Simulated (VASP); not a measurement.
# PbSe (I4_1md) in VASP: further runs

PbSe is run at these levels: PBE; tasks: single point, relaxation of cell and atoms.

Everything below comes from runs of VASP 6.6.1. Logs are shortened: lines on timing, memory, paths and dates and some standing lists are left out, and cuts for length are marked.

### Step 1. The cell of the first run

The structure is tetragonal, space group I4_1md (No. 109). Conventional cell: a = 3.695 Å, b = 3.695 Å, c = 12.502 Å, α = 90.00°, β = 90.00°, γ = 90.00°. Pb (site symmetry 2mm) has 6 Se at 2.78 to 2.82 Å and 8 Pb at 3.63 to 3.69 Å within 3.7 Å. Se (site symmetry 2mm) has 6 Pb at 2.78 to 2.82 Å and 8 Se at 3.63 to 3.69 Å within 3.7 Å.

The cell was generated, and may not be a known phase.

### Step 2. Single point, PBE

The input, INCAR:

```
SYSTEM = PbSe
PREC = Accurate ; ENCUT = 520
EDIFF = 1E-6 ; ISMEAR = 0
SIGMA = 0.1 ; LREAL = .False.
LASPH = .True. ; NELM = 60
ALGO = Normal ; ISIF = 2
LWAVE = .False. ; LCHARG = .True.
GGA = PE ; LELF = .True.
LVHAR = .True. ; NBANDS = 28
```

The input, KPOINTS:

```
Automatic mesh
0
Gamma
  6 6 6
  0 0 0
```

The input, POSCAR:

```
PbSe
1.0
   -1.8473300400      1.8473300400      6.2510692300
    1.8473300400     -1.8473300400      6.2510692300
    1.8473300400      1.8473300400     -6.2510692300
Pb Se
2 2
Direct
    0.5420000000      0.5420000000      0.0000000000
    0.2920000000      0.7920000000      0.5000000000
    0.9580000000      0.9580000000      0.0000000000
    0.7080000000      0.2080000000      0.5000000000
```

Potentials or basis: VASP PAW PBE potentials, release 64 (Pb_d, Se).

Command:

```console
> cat potpaw_PBE.64/Pb_d/POTCAR potpaw_PBE.64/Se/POTCAR > POTCAR
> mpirun -np 1 vasp_std > vasp.out
```

OUTCAR:

```text
SYSTEM = PbSe
   PREC = Accurate
   ENCUT = 520
   EDIFF = 1E-6
   ISMEAR = 0
   LREAL = .False.
   LASPH = .True.
   NELM = 60
   ISIF = 2
   GGA = PE

 ion  position               nearest neighbor table
   1  0.542  0.542  0.000-   4 2.78   4 2.78   3 2.82   3 2.82   3 2.82   3 2.82   2 3.63   2 3.63
                             2 3.63   2 3.63
   2  0.292  0.792  0.500-   3 2.78   3 2.78   4 2.82   4 2.82   4 2.82   4 2.82   1 3.63   1 3.63
                             1 3.63   1 3.63
   3  0.958  0.958  0.000-   2 2.78   2 2.78   1 2.82   1 2.82   1 2.82   1 2.82
   4  0.708  0.208  0.500-   1 2.78   1 2.78   2 2.82   2 2.82   2 2.82   2 2.82

  LATTYP: Found a body centered tetragonal cell.
 ALAT       =     3.6946600800
 C/A-ratio  =     3.3838399716

  Lattice vectors:

 A1 = (  -1.8473300400,   1.8473300400,   6.2510692300)
 A2 = (   1.8473300400,  -1.8473300400,   6.2510692300)
 A3 = (   1.8473300400,   1.8473300400,  -6.2510692300)

Analysis of symmetry for initial positions (statically):
=====================================================================
 Subroutine PRICEL returns:
 Original cell was already a primitive cell.

 Routine SETGRP: Setting up the symmetry group for a
 body centered tetragonal supercell.

 Subroutine GETGRP returns: Found  8 space group operations
 (whereof  4 operations were pure point group operations)
 out of a pool of 16 trial point group operations.

The static configuration has the point symmetry C_2v.
 The point group associated with its full space group is C_4v.

Analysis of symmetry for dynamics (positions and initial velocities):
=====================================================================
 Subroutine PRICEL returns:
 Original cell was already a primitive cell.

 Routine SETGRP: Setting up the symmetry group for a
 body centered tetragonal supercell.

 Subroutine GETGRP returns: Found  8 space group operations
 (whereof  4 operations were pure point group operations)
 out of a pool of 16 trial point group operations.

The dynamic configuration has the point symmetry C_2v.
 The point group associated with its full space group is C_4v.

 Subroutine INISYM returns: Found  8 space group operations
 (whereof  4 operations are pure point group operations),
 and found     1 'primitive' translations

----------------------------------------------------------------------------------------

                                     Primitive cell

  volume of cell :      85.3303

  direct lattice vectors                    reciprocal lattice vectors
[... 88 lines left out ...]
   LASPH  =      T    aspherical Exc in radial PAW
   ENCUT  =  520.0 eV  38.22 Ry    6.18 a.u.  12.60 12.60 12.60*2*pi/ulx,y,z
   NELM   =     60;   NELMIN=  2; NELMDL= -5     # of ELM steps
   EDIFF  = 0.1E-05   stopping-criterion for ELM
   LREAL  =      F    real-space projection
   EDIFFG = 0.1E-04   stopping-criterion for IOM
   NSW    =      0    number of steps for IOM
   IBRION =     -1    ionic relax: 0-MD 1-quasi-New 2-CG
   NFREE  =      0    steps in history (QN), initial steepest desc. (CG)
   ISIF   =      2    stress and relaxation
   ISYM   =      2    0-nonsym 1-usesym 2-fastsym
   POTIM  = 0.5000    time-step for ionic-motion
   TEBEG  =    0.0;   TEEND  =   0.0 temperature during run
   PSTRESS=    0.0 pullay stress
   NELECT =      40.0000    total number of electrons
   NUPDOWN=      -1.0000    fix difference up-down
   EMIN   =  10.00;   EMAX   =-10.00  energy-range for DOS
   EFERMI =   0.00;   METHOD = LEGACY
   ISMEAR =     0;   SIGMA  =   0.10  broadening in eV -4-tet -1-fermi 0-gaus
   EFERMI_NEDOS =   21; number of points for ismear=-14 and -15
   IALGO  =     38    algorithm
   IMIX   =      4    mixing-type and parameters
     AMIX     =   0.40;   BMIX     =  1.00
     AMIX_MAG =   1.60;   BMIX_MAG =  1.00
  volume/ion in A,a.u.               =      21.33       143.96
  Fermi-wavevector in a.u.,A,eV,Ry     =   1.271727  2.403215 22.004544  1.617288
  Thomas-Fermi vector in A             =   2.404644
   LORBIT       =      0    0 simple, 1 ext, 2 COOP (PROOUT), +10 PAW based schemes
   GGA     = PE    functional components
   LHFCALC =     F    Hartree Fock is set to
   AEXX    =    0.0000 exact exchange contribution
   IVDW    =     0    specifies the selected vdW correction
   LEPSILON=     F    determine dielectric tensor
   LRPA    =     F    only Hartree local field effects (RPA)
 non-spin polarized calculation
 Gauss-broadening in eV      SIGMA  =   0.10
  energy-cutoff  :      520.00
  volume of cell :       85.33
 maximum number of plane-waves:      2311
   NGX = 25   NGY = 25   NGZ = 25

 number of electron      40.0000001 magnetization

 Free energy of the ion-electron system (eV)
  ---------------------------------------------------
  ext. energy  EPLUGINS =         0.00000000
  ---------------------------------------------------
  free energy    TOTEN  =       -13.27822016 eV

  energy without entropy =      -13.26852494  energy(sigma->0) =      -13.27337255

 E-fermi :   8.8549     XC(G=0): -10.9954

 val. band max:        8.7878602073   @ k =   0.3333   0.1667   0.1667
 cond. band min:       8.8933068304   @ k =   0.5000   0.3333   0.0000
 fundamental gap:      0.1054466231
 Fermi energy:         8.8548772507

 k-point     1 :       0.0000    0.0000    0.0000
  band No.  band energies     occupation
      1      -8.6627      2.00000
      2      -8.6310      2.00000
      3      -8.5755      2.00000
      4      -8.5726      2.00000
      5      -8.4916      2.00000
      6      -8.4916      2.00000
[... 733 lines left out ...]
     27      14.8299      0.00000
     28      15.2017      0.00000

 [... further k-points ...]
[... 5 lines left out ...]
  --------------------------------------------------------------------------------------
  -------------------------------------------------------------------------------------
  Total       17.3811661     17.3811661     16.3969040      0.0000000      0.0000000      0.0000000
  in kB      326.3519463    326.3519463    307.8712615      0.0000000      0.0000000      0.0000000
  external PRESSURE =     320.1917180 kB  Pullay stress =       0.0000000 kB

 VOLUME and BASIS-vectors are now :
 -----------------------------------------------------------------------------
  energy-cutoff  :      520.00
  volume of cell :       85.33
      direct lattice vectors                 reciprocal lattice vectors
    -1.847330040  1.847330040  6.251069230     0.000000000  0.270660894  0.079986316
     1.847330040 -1.847330040  6.251069230     0.270660894  0.000000000  0.079986316
     1.847330040  1.847330040 -6.251069230     0.270660894  0.270660894  0.000000000

 POSITION                                       TOTAL-FORCE (eV/Angst)
 -----------------------------------------------------------------------------------
      0.00000      0.00000      6.77616        -0.000000     -0.000000     -0.227123
      1.84733      0.00000      3.65062         0.000000      0.000000     -0.227123
      0.00000      0.00000     11.97705        -0.000000      0.000000      0.227123
      0.00000      1.84733      2.60044         0.000000     -0.000000      0.227123
 -----------------------------------------------------------------------------------
    total drift:                                0.000000      0.000000     -0.000460

  FREE ENERGIE OF THE ION-ELECTRON SYSTEM (eV)
  ---------------------------------------------------
  free  energy   TOTEN  =       -13.2782201607 eV

  energy  without entropy=      -13.2685249401  energy(sigma->0) =      -13.27337255
```

OSZICAR:

```text
N       E                     dE             d eps       ncg     rms          rms(c)
DAV:   1     0.421751112342E+03    0.42175E+03   -0.19081E+04  1680   0.164E+03
DAV:   2     0.300829928526E+02   -0.39167E+03   -0.38057E+03  1692   0.426E+02
DAV:   3    -0.119649016115E+02   -0.42048E+02   -0.41022E+02  2168   0.157E+02
DAV:   4    -0.137081375678E+02   -0.17432E+01   -0.17343E+01  2072   0.308E+01
DAV:   5    -0.137561956736E+02   -0.48058E-01   -0.48053E-01  2160   0.563E+00    0.609E+00
DAV:   6    -0.133032439952E+02    0.45295E+00   -0.79120E-01  2336   0.843E+00    0.362E+00
DAV:   7    -0.132816107887E+02    0.21633E-01   -0.39783E-01  2528   0.329E+00    0.136E+00
DAV:   8    -0.132810577890E+02    0.55300E-03   -0.77338E-02  2388   0.283E+00    0.235E-01
DAV:   9    -0.132781436707E+02    0.29141E-02   -0.13811E-02  2276   0.134E+00    0.544E-02
DAV:  10    -0.132782054814E+02   -0.61811E-04   -0.11643E-03  1824   0.211E-01    0.289E-02
DAV:  11    -0.132782238838E+02   -0.18402E-04   -0.76281E-05  2468   0.563E-02    0.216E-02
DAV:  12    -0.132782190079E+02    0.48759E-05   -0.72593E-06  2108   0.411E-02    0.107E-02
DAV:  13    -0.132782201624E+02   -0.11545E-05   -0.34246E-06  1600   0.140E-02    0.337E-03
DAV:  14    -0.132782201607E+02    0.17039E-08   -0.36548E-07   936   0.896E-03
   1 F= -.13278220E+02 E0= -.13273373E+02  d E =-.969522E-02
```

stdout:

```text
POSCAR found type information on POSCAR PbSe
 POSCAR found :  2 types and       4 ions
 scaLAPACK will be used
 LDA part: xc-table for (Slater+PW92), standard interpolation
 POSCAR, INCAR and KPOINTS ok, starting setup
 FFT: planning ... GRIDC
 FFT: planning ... GRID_SOFT
 FFT: planning ... GRID
 WAVECAR not read
 entering main loop
```

Wall time 99 s (1 thread of AMD EPYC 9R45 (Zen 5), shared host); peak memory 0.34 GiB.

What came out:

| Quantity | Value |
| --- | --- |
| Free energy | -13.2782 eV |
| Pressure | 32.0 GPa |
| Largest force | 0.227 eV/Å |
| Band gap on the k mesh | zero (bands 20 and 21 overlap by 0.35 eV) |

Forces on the atoms (eV/Å):
```
Pb   0.000  0.000 -0.227
Pb   0.000  0.000 -0.227
Se   0.000  0.000  0.227
Se   0.000  0.000  0.227
```

Caveat: the cell stands under pressure; semilocal functionals underestimate gaps, and a narrow one can read as zero; spin-orbit coupling is left out, which moves the levels of the heavy elements.

### Step 3. Single point, PBE

This run uses another cell than the first one, of 30.23 Å³/atom.

The input, INCAR:

```
SYSTEM = PbSe
ALGO     = Normal         ! electronic algorithm
EDIFF    = 1E-7           ! SCF threshold, eV
ENCUT    = 520            ! plane-wave cutoff, eV
GGA      = PE             ! functional
ISIF     = 2              ! what is computed and relaxed
ISMEAR   = 0              ! smearing method
LASPH    = .TRUE.         ! aspherical terms in the spheres
LCHARG   = .FALSE.        ! write CHGCAR
LREAL    = .FALSE.        ! projectors in reciprocal space
LWAVE    = .FALSE.        ! write WAVECAR
NBANDS   = 28             ! bands
NELM     = 100            ! most SCF steps
PREC     = Accurate       ! precision mode
SIGMA    = 0.1            ! smearing width, eV
```

The input, KPOINTS:

```
k-points
0
G
  6 6 6
  0 0 0
```

The input, POSCAR:

```
PbSe
1.0
   -2.0161955021      2.0161955021      7.4370252817
    2.0161955021     -2.0161955021      7.4370252817
    2.0161955021      2.0161955021     -7.4370252817
Pb Se
2 2
Direct
    0.5420832003      0.5420832003      0.0000000000
    0.2920832003      0.7920832003      0.5000000000
    0.9579167997      0.9579167997      0.0000000000
    0.7079167997      0.2079167997      0.5000000000
```

Potentials or basis: VASP PAW PBE potentials, release 64 (Pb_d, Se).

Command:

```console
> cat potpaw_PBE.64/Pb_d/POTCAR potpaw_PBE.64/Se/POTCAR > POTCAR
> mpirun -np 1 vasp_std > vasp.out
```

OUTCAR:

```text
SYSTEM = PbSe
   EDIFF = 1E-7
   ENCUT = 520
   GGA = PE
   ISIF = 2
   ISMEAR = 0
   LASPH = .TRUE.
   LREAL = .FALSE.
   NELM = 100
   PREC = Accurate

 ion  position               nearest neighbor table
   1  0.542  0.542  0.000-   3 3.11   3 3.11   3 3.11   3 3.11   4 3.19   4 3.19
   2  0.292  0.792  0.500-   4 3.11   4 3.11   4 3.11   4 3.11   3 3.19   3 3.19
   3  0.958  0.958  0.000-   1 3.11   1 3.11   1 3.11   1 3.11   2 3.19   2 3.19
   4  0.708  0.208  0.500-   2 3.11   2 3.11   2 3.11   2 3.11   1 3.19   1 3.19

[... 940 lines left out ...]

 [... further k-points ...]
[... 5 lines left out ...]
  --------------------------------------------------------------------------------------
  -------------------------------------------------------------------------------------
  Total       -0.0464005     -0.0464005      0.0470888      0.0000000      0.0000000      0.0000000
  in kB       -0.6147642     -0.6147642      0.6238839      0.0000000      0.0000000      0.0000000
  external PRESSURE =      -0.2018815 kB  Pullay stress =       0.0000000 kB

 VOLUME and BASIS-vectors are now :
 -----------------------------------------------------------------------------
  energy-cutoff  :      520.00
  volume of cell :      120.93
      direct lattice vectors                 reciprocal lattice vectors
    -2.016195502  2.016195502  7.437025282     0.000000000  0.247991824  0.067231182
     2.016195502 -2.016195502  7.437025282     0.247991824  0.000000000  0.067231182
     2.016195502  2.016195502 -7.437025282     0.247991824  0.247991824  0.000000000

 POSITION                                       TOTAL-FORCE (eV/Angst)
 -----------------------------------------------------------------------------------
      0.00000      0.00000      8.06297        -0.000000     -0.000000      0.015818
      2.01620     -0.00000      4.34446         0.000000      0.000000      0.015818
      0.00000      0.00000     14.24810        -0.000000      0.000000     -0.015818
      0.00000      2.01620      3.09256         0.000000     -0.000000     -0.015818
 -----------------------------------------------------------------------------------
    total drift:                               -0.000000     -0.000000      0.000205

  FREE ENERGIE OF THE ION-ELECTRON SYSTEM (eV)
  ---------------------------------------------------
  free  energy   TOTEN  =       -15.9142716759 eV

  energy  without entropy=      -15.9142716425  energy(sigma->0) =      -15.91427166
```

stdout:

```text
POSCAR found type information on POSCAR PbSe
 POSCAR found :  2 types and       4 ions
 scaLAPACK will be used
 LDA part: xc-table for (Slater+PW92), standard interpolation
 POSCAR, INCAR and KPOINTS ok, starting setup
 FFT: planning ... GRIDC
 FFT: planning ... GRID_SOFT
 FFT: planning ... GRID
 WAVECAR not read
 entering main loop
```

Run time: 3.1 min. Hardware: 1 thread of AMD EPYC 9R45 (Zen 5), shared host; peak memory 0.45 GiB.

What came out:

```
Free energy            : -15.9143 eV
Pressure               : 0.0 GPa
Largest force          : 0.016 eV/Å
Band gap on the k mesh : 0.68 eV (least direct gap 1.62 eV)
```

Forces on the atoms (eV/Å):
```
Pb   0.000  0.000  0.016
Pb   0.000  0.000  0.016
Se   0.000  0.000 -0.016
Se   0.000  0.000 -0.016
```

Levels at points of the mesh, in eV from the valence-band top:
| k point | band 18 | band 19 | band 20 | band 21 | band 22 | band 23 |
| --- | --- | --- | --- | --- | --- | --- |
| (0.00, 0.00, 0.00) | -1.55 | -1.55 | -1.31 | 1.51 | 3.19 | 4.29 |
| (0.50, 0.00, 0.00) | -0.98 | -0.78 | -0.63 | 1.47 | 2.58 | 2.80 |
| (0.50, 0.50, 0.00) | -3.52 | -1.55 | -1.55 | 1.20 | 1.20 | 2.38 |
| (0.50, 0.50, 0.50) | -1.52 | -1.07 | -1.07 | 2.21 | 2.21 | 3.46 |

Caveat: spin-orbit coupling is left out, which moves the levels of the heavy elements.

### Step 4. Relaxation of cell and atoms, PBE

The input, INCAR:

```
PREC = Accurate ; ENCUT = 600
EDIFF = 1E-6 ; ISMEAR = 0
SIGMA = 0.1 ; LREAL = F
LASPH = T ; NELM = 60
ALGO = Normal ; ISIF = 3
LWAVE = F ; LCHARG = F
GGA = PE ; IBRION = 2
NSW = 90 ; EDIFFG = -0.04
```

The input, KPOINTS:

```
regular mesh
0
Gamma
  6 6 6
```

The input, POSCAR:

```
PbSe
1.0
   -1.8473300400      1.8473300400      6.2510692300
    1.8473300400     -1.8473300400      6.2510692300
    1.8473300400      1.8473300400     -6.2510692300
Pb Se
2 2
Direct
    0.5420000000      0.5420000000      0.0000000000
    0.2920000000      0.7920000000      0.5000000000
    0.9580000000      0.9580000000      0.0000000000
    0.7080000000      0.2080000000      0.5000000000
```

Command:

```console
> cat potpaw_PBE.64/Pb_d/POTCAR potpaw_PBE.64/Se/POTCAR > POTCAR
> mpirun -np 1 vasp_std > vasp.out
```

Wall time 12 min (1 thread of AMD EPYC 9R45 (Zen 5), shared host); peak memory 0.42 GiB.

It converged, with:

```yaml
Free_energy: -15.9059 eV
Relaxed_volume: 30.27 Å³/atom
Relaxed_cell: a = 7.996 Å, b = 7.996 Å, c = 7.996 Å, α = 150.84°, β = 150.84°, γ = 41.71°
Space_group_after_relaxing_to_0.1_Å: I4_1md (No. 109)
Energy_gained_by_relaxing: 656.9 meV/atom
Ionic_steps: 9
Pressure_after_relaxing: 0.0 GPa
Largest_force_after_relaxing: 0.020 eV/Å
Band_gap_on_the_k_mesh: 0.68 eV (least direct gap 1.63 eV)
```

Forces in eV/Å, atoms in the order of the input:
```
Pb   0.000  0.000  0.020
Pb   0.000  0.000  0.020
Se   0.000  0.000 -0.020
Se   0.000  0.000 -0.020
```

The path:
```
step  energy change (eV)  largest force (eV/Å)  pressure (GPa)  volume (Å³)
   1              0.0000                0.2270           32.05        85.33
   2             -1.8412                0.0972           -6.30       149.62
   3             -2.5727                0.0262            0.02       119.48
   4             -2.5900                0.0306            0.04       119.69
   5             -2.6221                0.0343            0.16       120.17
   6             -2.5937                0.0033            0.64       120.50
   7             -2.6268                0.0298            0.26       120.35
   8             -2.6266                0.0081           -0.33       121.89
   9             -2.6274                0.0197           -0.02       121.08
```

Final structure:
```
Pb Se
1.0
    -2.01276    2.01276    7.47199
     2.01276   -2.01276    7.47199
     2.01276    2.01276   -7.47199
Pb Se
2 2
Direct
  0.54200 0.54200 0.00000
  0.29200 0.79200 0.50000
  0.95800 0.95800 0.00000
  0.70800 0.20800 0.50000
```

Levels at points of the mesh, in eV from the valence-band top:
```csv
k point,band 17,band 18,band 19,band 20,band 21,band 22,band 23,band 24
"(0.00, 0.00, 0.00)",-1.63,-1.54,-1.54,-1.33,1.53,3.13,4.30,4.30
"(0.50, 0.00, 0.00)",-1.31,-0.96,-0.79,-0.62,1.47,2.59,2.83,3.40
"(0.50, 0.50, 0.00)",-3.53,-3.53,-1.55,-1.55,1.19,1.19,2.36,2.36
"(0.50, 0.50, 0.50)",-1.52,-1.52,-1.07,-1.07,2.21,2.21,3.48,3.48
```

Caveat: the volume moved by over 15 % at a fixed basis, so the end points are rough; spin-orbit coupling is left out, which moves the levels of the heavy elements. A k mesh can miss the band edges.

### Step 5. Summary

```tsv
task	cell	cutoff (eV)	gap on the mesh (eV)	pressure (GPa)	largest force (eV/Å)
single point	a = 6.775 Å, angles 148.4, 148.4, 45.4°, 4 atoms, atomic positions A	520	none	32.0	0.23
single point	a = 7.965 Å, angles 150.7, 150.7, 42.0°, 4 atoms, atomic positions B	520	0.68	0.0	0.02
relaxation of cell and atoms	relaxed from a = 6.775 Å, angles 148.4, 148.4, 45.4°, 4 atoms, atomic positions A	600	0.68	0.0	0.02
```

Alike in all rows: level PBE; potentials or basis VASP PAW PBE potentials, release 64 (Pb_d, Se); no spin polarisation; k mesh 6 × 6 × 6; smearing gaussian 0.1 eV.

Caveats: spin-orbit coupling is left out, which moves the levels of the heavy elements; the cell stands under pressure (at least some runs); semilocal functionals underestimate gaps, and a narrow one can read as zero (at least some runs); the volume moved by over 15 % at a fixed basis, so the end points are rough (at least some runs).

Absolute energies hang on the potentials; compare differences alone.

The gap in the log of VASP goes by the Fermi energy; the results here count the filled bands.